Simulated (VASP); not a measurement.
# Sb (P2_1/m) in VASP: notebook, part 2 of 2

VASP 6.6.1.

## (3) Single point, PBEsol

Contents of INCAR:

```
PREC     = Accurate       # precision mode
ENCUT    = 500            # plane-wave cutoff, eV
EDIFF    = 1E-6           # SCF threshold, eV
ISMEAR   = 1              # smearing method
SIGMA    = 0.1            # smearing width, eV
LREAL    = F              # projectors in reciprocal space
LASPH    = T              # aspherical terms in the spheres
NELM     = 120            # most SCF steps
ALGO     = Normal         # electronic algorithm
ISIF     = 2              # what is computed and relaxed
LWAVE    = F              # write WAVECAR
LCHARG   = T              # write CHGCAR
GGA      = PS             # functional
LELF     = T              # ELF
LVHAR    = T            
NBANDS   = 12             # bands
GGA_COMPAT= F
```

Contents of KPOINTS:

```
regular mesh
0
Gamma
  6 4 4
```

Contents of POSCAR:

```
Sb
1.0
    3.1224020000      0.0000000000      0.0000000000
    0.0000000000      4.3475180000      0.0000000000
   -0.0389150000      0.0000000000      4.4058520000
Sb
2
Direct
    0.9886110000      0.7500000000      0.7588340000
    0.0113890000      0.2500000000      0.2411660000
```

Potentials or basis: VASP PAW PBE potentials, release 64 (Sb).

Started as:

```bash
> cat potpaw_PBE.64/Sb/POTCAR > POTCAR
> mpirun -np 1 vasp_std > vasp.out
```

OUTCAR:

```text
PREC = Accurate
   ENCUT = 500
   EDIFF = 1E-6
   ISMEAR = 1
   LREAL = F
   LASPH = T
   NELM = 120
   ISIF = 2
   GGA = PS

 ion  position               nearest neighbor table
   1  0.989  0.750  0.759-   2 3.04   2 3.04   2 3.15   2 3.15
   2  0.011  0.250  0.241-   1 3.04   1 3.04   1 3.15   1 3.15

  LATTYP: Found a simple monoclinic cell.
 ALAT       =     3.1224020000
 B/A-ratio  =     1.3923633152
 C/A-ratio  =     1.4111007668
 COS(beta)  =    -0.0088322263

  Lattice vectors:

 A1 = (   3.1224020000,   0.0000000000,   0.0000000000)
 A2 = (   0.0000000000,   4.3475180000,   0.0000000000)
 A3 = (  -0.0389150000,   0.0000000000,   4.4058520000)

Analysis of symmetry for initial positions (statically):
=====================================================================
 Subroutine PRICEL returns:
 Original cell was already a primitive cell.

 Routine SETGRP: Setting up the symmetry group for a
 simple monoclinic supercell.

 Subroutine GETGRP returns: Found  4 space group operations
 (whereof  2 operations were pure point group operations)
 out of a pool of  4 trial point group operations.

The static configuration has the point symmetry S_2 .
 The point group associated with its full space group is C_2h.

Analysis of symmetry for dynamics (positions and initial velocities):
=====================================================================
 Subroutine PRICEL returns:
 Original cell was already a primitive cell.

 Routine SETGRP: Setting up the symmetry group for a
 simple monoclinic supercell.

 Subroutine GETGRP returns: Found  4 space group operations
 (whereof  2 operations were pure point group operations)
 out of a pool of  4 trial point group operations.

The dynamic configuration has the point symmetry S_2 .
 The point group associated with its full space group is C_2h.

 Subroutine INISYM returns: Found  4 space group operations
 (whereof  2 operations are pure point group operations),
 and found     1 'primitive' translations

----------------------------------------------------------------------------------------

                                     Primitive cell

  volume of cell :      59.8081

  direct lattice vectors                    reciprocal lattice vectors
     3.122402000  0.000000000  0.000000000     0.320266257  0.000000000  0.002828774
     0.000000000  4.347518000  0.000000000     0.000000000  0.230016299  0.000000000
    -0.038915000  0.000000000  4.405852000     0.000000000  0.000000000  0.226970856

  length of vectors
     3.122402000  4.347518000  4.406023856     0.320278749  0.230016299  0.226970856

  position of ions in fractional coordinates (direct lattice)
     0.988611000  0.750000000  0.758834000
     0.011389000  0.250000000  0.241166000

  ion indices of the primitive-cell ions
   primitive index   ion index
                 1           1
                 2           2

----------------------------------------------------------------------------------------

 KPOINTS: regular mesh

Automatic generation of k-mesh.
 Grid dimensions read from file:
 generate k-points for:    6    4    4

 Generating k-lattice:

  Cartesian coordinates                     Fractional coordinates (reciprocal lattice)
     0.053377709  0.000000000  0.000471462     0.166666667  0.000000000  0.000000000
     0.000000000  0.057504075  0.000000000     0.000000000  0.250000000  0.000000000
     0.000000000  0.000000000  0.056742714     0.000000000  0.000000000  0.250000000

  Length of vectors
     0.053379791  0.057504075  0.056742714

  Shift w.r.t. Gamma in fractional coordinates (k-lattice)
     0.000000000  0.000000000  0.000000000

 Subroutine IBZKPT returns following result:
 ===========================================

 Found     42 irreducible k-points:

 Following reciprocal coordinates:
            Coordinates               Weight
  0.000000  0.000000  0.000000      1.000000
  0.166667  0.000000  0.000000      2.000000
  0.333333  0.000000  0.000000      2.000000
  0.500000  0.000000  0.000000      1.000000
  0.000000  0.250000  0.000000      2.000000
  0.166667  0.250000  0.000000      4.000000
[... 16 lines left out ...]
 -0.333333  0.250000  0.250000      4.000000
 -0.166667  0.250000  0.250000      4.000000
 [... further k-points ...]
   k-points           NKPTS =     42   k-points in BZ     NKDIM =     42   number of bands    NBANDS=     12
   number of dos      NEDOS =    301   number of ions     NIONS =      2
   total plane-waves  NPLWV =  24576
   dimension x,y,z NGX =    24 NGY =   32 NGZ =   32
   dimension x,y,z NGXF=    48 NGYF=   64 NGZF=   64
   ions per type =               2
   NGX,Y,Z   is equivalent  to a cutoff of  12.78, 12.24, 12.07 a.u.
   NGXF,Y,Z  is equivalent  to a cutoff of  25.56, 24.47, 24.15 a.u.
 SYSTEM =  unknown system
   PREC   = accura    normal or accurate (medium, high low for compatibility)
   ISTART =      0    job   : 0-new  1-cont  2-samecut
   ICHARG =      2    charge: 1-file 2-atom 10-const
   ISPIN  =      1    spin polarized calculation?
   LNONCOLLINEAR =      F non collinear calculations
   LSORBIT =      F    spin-orbit coupling
   LASPH  =      T    aspherical Exc in radial PAW
   ENCUT  =  500.0 eV  36.75 Ry    6.06 a.u.   5.69  7.93  8.03*2*pi/ulx,y,z
   NELM   =    120;   NELMIN=  2; NELMDL= -5     # of ELM steps
   EDIFF  = 0.1E-05   stopping-criterion for ELM
   LREAL  =      F    real-space projection
   EDIFFG = 0.1E-04   stopping-criterion for IOM
   NSW    =      0    number of steps for IOM
   IBRION =     -1    ionic relax: 0-MD 1-quasi-New 2-CG
   NFREE  =      0    steps in history (QN), initial steepest desc. (CG)
   ISIF   =      2    stress and relaxation
   ISYM   =      2    0-nonsym 1-usesym 2-fastsym
   POTIM  = 0.5000    time-step for ionic-motion
   TEBEG  =    0.0;   TEEND  =   0.0 temperature during run
   PSTRESS=    0.0 pullay stress
   NELECT =      10.0000    total number of electrons
   NUPDOWN=      -1.0000    fix difference up-down
   EMIN   =  10.00;   EMAX   =-10.00  energy-range for DOS
   EFERMI =   0.00;   METHOD = LEGACY
   ISMEAR =     1;   SIGMA  =   0.10  broadening in eV -4-tet -1-fermi 0-gaus
   EFERMI_NEDOS =   21; number of points for ismear=-14 and -15
   IALGO  =     38    algorithm
   IMIX   =      4    mixing-type and parameters
     AMIX     =   0.40;   BMIX     =  1.00
     AMIX_MAG =   1.60;   BMIX_MAG =  1.00
  volume/ion in A,a.u.               =      29.90       201.80
  Fermi-wavevector in a.u.,A,eV,Ry     =   0.901893  1.704330 11.067117  0.813410
  Thomas-Fermi vector in A             =   2.025029
   LORBIT       =      0    0 simple, 1 ext, 2 COOP (PROOUT), +10 PAW based schemes
   GGA     = PS    functional components
   LHFCALC =     F    Hartree Fock is set to
   AEXX    =    0.0000 exact exchange contribution
   IVDW    =     0    specifies the selected vdW correction
   LEPSILON=     F    determine dielectric tensor
   LRPA    =     F    only Hartree local field effects (RPA)
 non-spin polarized calculation
 Methfessel and Paxton  Order N= 1 SIGMA  =   0.10
  energy-cutoff  :      500.00
  volume of cell :       59.81
 maximum number of plane-waves:      1536
   NGX = 11   NGY = 15   NGZ = 17

 number of electron      10.0000000 magnetization

 number of electron       9.9999999 magnetization

 Free energy of the ion-electron system (eV)
  ---------------------------------------------------
  ext. energy  EPLUGINS =         0.00000000
  ---------------------------------------------------
  free energy    TOTEN  =        -9.07551001 eV

  energy without entropy =       -9.07477014  energy(sigma->0) =       -9.07526338

 E-fermi :   6.8610     XC(G=0):  -9.7415

 val. band max:        6.8563492037   @ k =   0.1667   0.0000   0.0000
 cond. band min:       7.1395069508   @ k =   0.5000   0.2500   0.2500
 fundamental gap:      0.2831577472
 Fermi energy:         6.8610333876

 k-point     1 :       0.0000    0.0000    0.0000
  band No.  band energies     occupation
      1      -5.4319      2.00000
      2      -0.3610      2.00000
      3       3.3843      2.00000
      4       3.5154      2.00000
      5       9.0260      0.00000
      6      10.0497      0.00000
      7      10.2743      0.00000
      8      10.4048      0.00000
      9      13.6706      0.00000
     10      13.9750      0.00000
     11      14.2723      0.00000
     12      15.1119      0.00000
[... 331 lines left out ...]
 k-point    24 :      -0.1667    0.2500    0.2500
  band No.  band energies     occupation
      1      -4.1629      2.00000
      2      -1.6512      2.00000
      3       2.5628      2.00000
      4       5.3922      2.00000
      5       7.5436     -0.00000
      6       7.7735     -0.00000
      7       9.9981      0.00000
      8      11.4875      0.00000
      9      12.4455      0.00000
     10      14.7434      0.00000
     11      15.3432      0.00000
     12      16.7584      0.00000

 [... further k-points ...]
[... 5 lines left out ...]
  --------------------------------------------------------------------------------------
  -------------------------------------------------------------------------------------
  Total       -2.2005212      0.2291954      0.0228794      0.0000000      0.0000000      0.0178480
  in kB      -58.9489437      6.1398304      0.6129088      0.0000000      0.0000000      0.4781247
  external PRESSURE =     -17.3987348 kB  Pullay stress =       0.0000000 kB

 VOLUME and BASIS-vectors are now :
 -----------------------------------------------------------------------------
  energy-cutoff  :      500.00
  volume of cell :       59.81
      direct lattice vectors                 reciprocal lattice vectors
     3.122402000  0.000000000  0.000000000     0.320266257  0.000000000  0.002828774
     0.000000000  4.347518000  0.000000000     0.000000000  0.230016299  0.000000000
    -0.038915000  0.000000000  4.405852000     0.000000000  0.000000000  0.226970856

 POSITION                                       TOTAL-FORCE (eV/Angst)
 -----------------------------------------------------------------------------------
      3.05731      3.26064      3.34331         0.031059      0.000000     -0.057319
      0.02618      1.08688      1.06254        -0.031059     -0.000000      0.057319
 -----------------------------------------------------------------------------------
    total drift:                               -0.000000      0.000000      0.000000

  FREE ENERGIE OF THE ION-ELECTRON SYSTEM (eV)
  ---------------------------------------------------
  free  energy   TOTEN  =        -9.0755100065 eV

  energy  without entropy=       -9.0747701396  energy(sigma->0) =       -9.07526338
```

Wall time 9.8 s (1 thread of AMD EPYC 9R45 (Zen 5), shared host); peak memory 0.14 GiB.

Results:

| Item | Value |
| --- | --- |
| Free energy | -9.0755 eV |
| Pressure | -1.7 GPa |
| Largest force | 0.065 eV/Å |
| Band gap on the k mesh | zero (band 5 reaches 12.07 eV, above the bottom of band 6 at 3.49 eV) |

Forces in eV/Å, atoms in the order of the input:
```
Sb   0.031  0.000 -0.057
Sb  -0.031  0.000  0.057
```

Stress tensor (GPa, compression positive):
```
-5.89  0.00  0.05
 0.00  0.61  0.00
 0.05  0.00  0.06
```

Caveat: the k points lie up to 0.36 Å⁻¹ apart; the PAW data sets were made with another functional, which shifts forces and pressure a little; spin-orbit coupling is left out, which moves the levels of the heavy elements.
